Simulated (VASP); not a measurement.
# Mg12H (a cell with a defect) in VASP: a series of runs, part 2 of 2

VASP 6.6.1. The steps go on from the part before.

**3. Single point, PBE**

INCAR reads:

```
SYSTEM = Mg12H
PREC = Accurate
ENCUT = 520
EDIFF = 1E-6
ISMEAR = 0
SIGMA = 0.05
LREAL = .FALSE.
LASPH = .TRUE.
NELM = 80
ALGO = Normal
ISIF = 2
LWAVE = .FALSE.
LCHARG = .FALSE.
GGA = PE
NBANDS = 24
```

KPOINTS reads:

```
regular mesh
0
G
  3 2 3
  0 0 0
```

POSCAR reads:

```
Mg12H
1.0
    6.4200000000      0.0000000000      0.0000000000
   -4.8150000000      8.3398250000      0.0000000000
    0.0000000000      0.0000000000      5.2130400000
Mg H
12 1
Direct
   -0.0025703020     -0.0023730714      0.0034141307
    0.1675065840      0.2257705647      0.4926610960
    0.0031129936      0.3354698690     -0.0032501189
    0.1678157786      0.5549988159      0.4993702331
    0.0037787261      0.6691494126     -0.0028177417
    0.1676564365      0.8875506381      0.4969382548
    0.5002565944     -0.0030796809      0.0060396621
    0.6684908533      0.2245963195      0.4943140663
    0.5017017104      0.3379486980      0.0016591087
    0.6660949321      0.5566538866      0.5045288354
    0.4970435303      0.6655662439      0.0011895171
    0.6639654662      0.8865491782      0.5034041557
    0.3306262915      0.1112396243      0.6396987171
```

Potentials or basis: VASP PAW PBE potentials, release 64 (Mg, H).

Launch:

```bash
$ cat potpaw_PBE.64/Mg/POTCAR potpaw_PBE.64/H/POTCAR > POTCAR
$ mpirun -np 1 vasp_std > vasp.out
```

OUTCAR:

```text
SYSTEM = Mg12H
   PREC = Accurate
   ENCUT = 520
   EDIFF = 1E-6
   ISMEAR = 0
   LREAL = .FALSE.
   LASPH = .TRUE.
   NELM = 80
   ISIF = 2
   GGA = PE

 ion  position               nearest neighbor table
   1  0.997  0.998  0.003-   6 3.18   2 3.18   5 3.18   7 3.19  12 3.20  12 3.20  11 3.21   7 3.23
                             6 3.23   3 3.24   9 3.26   2 3.27
   2  0.168  0.226  0.493-  13 2.01   9 3.16   3 3.17   4 3.17   1 3.18  10 3.19   8 3.20   3 3.20
                             8 3.22   9 3.24  12 3.25   6 3.26   1 3.27
   3  0.003  0.335  0.997-   2 3.17   4 3.17  11 3.18   9 3.19   8 3.19   4 3.20   2 3.20   5 3.21
                             8 3.21   9 3.23   1 3.24   7 3.24
[... 524 lines left out ...]
     6.420000000  0.000000000  0.000000000     0.155763240  0.089929945  0.000000000
    -4.815000000  8.339825000  0.000000000     0.000000000  0.119906593  0.000000000
     0.000000000  0.000000000  5.213040000     0.000000000  0.000000000  0.191826650

 POSITION                                       TOTAL-FORCE (eV/Angst)
 -----------------------------------------------------------------------------------
      1.59992      8.32003      0.01780         0.008584      0.004387     -0.017125
     -0.01169      1.88289      2.56826         0.007241     -0.013869     -0.020880
     -1.59530      2.79776      5.19610        -0.004489     -0.003001     -0.021338
     -1.59494      4.62859      2.60324        -0.002770     -0.002436     -0.020487
     -3.19770      5.58059      5.19835        -0.002587     -0.000948     -0.019215
     -3.19720      7.40202      2.59056        -0.002914      0.021544     -0.017567
     -1.58852      8.31414      0.03149        -0.005294      0.009534     -0.011028
      3.21028      1.87309      2.57688        -0.004646     -0.005899     -0.017839
      1.59370      2.81843      0.00865         0.003302     -0.007316     -0.009513
      1.59604      4.64240      2.63013         0.003264     -0.003151     -0.012113
     -0.01368      5.55071      0.00620         0.003344      0.004065     -0.012778
     -0.00608      7.39367      2.62427         0.000983      0.002120     -0.013056
      1.58700      0.92772      3.33478        -0.004017     -0.005030      0.192940
 -----------------------------------------------------------------------------------
    total drift:                               -0.000005     -0.000003     -0.000324

  FREE ENERGIE OF THE ION-ELECTRON SYSTEM (eV)
  ---------------------------------------------------
  free  energy   TOTEN  =       -20.6540623846 eV

  energy  without entropy=      -20.6415967467  energy(sigma->0) =      -20.64782957
```

stdout:

```text
POSCAR found type information on POSCAR MgH
 POSCAR found :  2 types and      13 ions
 scaLAPACK will be used
 LDA part: xc-table for (Slater+PW92), standard interpolation
 -----------------------------------------------------------------------------
|                                                                             |
|           W    W    AA    RRRRR   N    N  II  N    N   GGGG   !!!           |
|           W    W   A  A   R    R  NN   N  II  NN   N  G    G  !!!           |
|           W    W  A    A  R    R  N N  N  II  N N  N  G       !!!           |
|           W WW W  AAAAAA  RRRRR   N  N N  II  N  N N  G  GGG   !            |
|           WW  WW  A    A  R   R   N   NN  II  N   NN  G    G                |
|           W    W  A    A  R    R  N    N  II  N    N   GGGG   !!!           |
|                                                                             |
|     Your reciprocal lattice and k-lattice belong to different lattice       |
|     classes:                                                                |
|                                                                             |
|        The reciprocal lattice is simple monoclinic,                         |
|        whereas your k-lattice is hexagonal.                                 |
|                                                                             |
|     Results are often still useful ...                                      |
|                                                                             |
 -----------------------------------------------------------------------------

 POSCAR, INCAR and KPOINTS ok, starting setup
 FFT: planning ... GRIDC
 FFT: planning ... GRID_SOFT
 FFT: planning ... GRID
 WAVECAR not read
 entering main loop
```

Wall time 78 s (1 thread of Intel Xeon Platinum 8559C (Emerald Rapids), shared host); peak memory 0.35 GiB.

Results:

```
Free energy            : -20.6541 eV
Pressure               : -0.3 GPa
Largest force          : 0.193 eV/Å
Band gap on the k mesh : zero (an odd number of electrons rules out a gap without spin polarisation)
```

Forces in eV/Å, atoms in the order of the input:
```
Mg   0.009  0.004 -0.017
Mg   0.007 -0.014 -0.021
Mg  -0.004 -0.003 -0.021
Mg  -0.003 -0.002 -0.020
Mg  -0.003 -0.001 -0.019
Mg  -0.003  0.022 -0.018
Mg  -0.005  0.010 -0.011
Mg  -0.005 -0.006 -0.018
Mg   0.003 -0.007 -0.010
Mg   0.003 -0.003 -0.012
Mg   0.003  0.004 -0.013
Mg   0.001  0.002 -0.013
H   -0.004 -0.005  0.193
```

Stress tensor (GPa, compression positive):
```
-0.02  0.23 -0.04
 0.23 -0.18 -0.06
-0.04 -0.06 -0.64
```

Caveat: the k points lie up to 0.40 Å⁻¹ apart, too coarse for converged energies and pressures of a metal.
